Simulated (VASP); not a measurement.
## AlN: single point with PBE

The system is AlN.

```
CELL_PARAMETERS angstrom
2.83285 0.00000 0.00000
-1.41643 2.45332 0.00000
0.00000 0.00000 4.84101
ATOMIC_POSITIONS crystal
Al 0.00000 0.00000 0.00000
Al 0.00000 0.00000 0.50000
N 0.33333 0.66667 0.25000
N 0.66667 0.33333 0.75000
```

```
Program                : VASP 6.6.1
Task                   : single point
Functional             : PBE
Potentials or basis    : VASP PAW PBE potentials, release 64 (Al, N)
Cutoff                 : 520 eV
k mesh                 : 9 × 9 × 4
Occupations            : gaussian, width 0.01 eV
Spin                   : no spin polarisation
Dipole correction      : no
Further INCAR settings : ALGO = Normal; EDIFF = 1e-06; NBANDS = 16
```

```json
{
  "Pressure": "6.0 GPa",
  "Band gap on the k mesh": "5.09 eV, indirect (least direct gap 5.18 eV)"
}
```

Stress tensor (GPa, compression positive):
```
5.48 0.00 0.00
0.00 5.48 0.00
0.00 0.00 6.92
```

Levels at points of the mesh, in eV from the valence-band top:
| k point | band 5 | band 6 | band 7 | band 8 | band 9 | band 10 | band 11 | band 12 |
| --- | --- | --- | --- | --- | --- | --- | --- | --- |
| (0.00, 0.00, 0.00) | -0.85 | -0.56 | 0.00 | 0.00 | 5.18 | 6.38 | 8.98 | 12.44 |
| (0.00, 0.00, 0.50) | -0.44 | -0.44 | -0.44 | -0.44 | 6.64 | 6.64 | 10.43 | 10.43 |

It took 33 s on 1 thread of AMD EPYC 7571, on a shared host, peak memory 0.12 GiB.

A k mesh can miss the band edges. As with any semilocal functional, this PBE gap is likely too small.
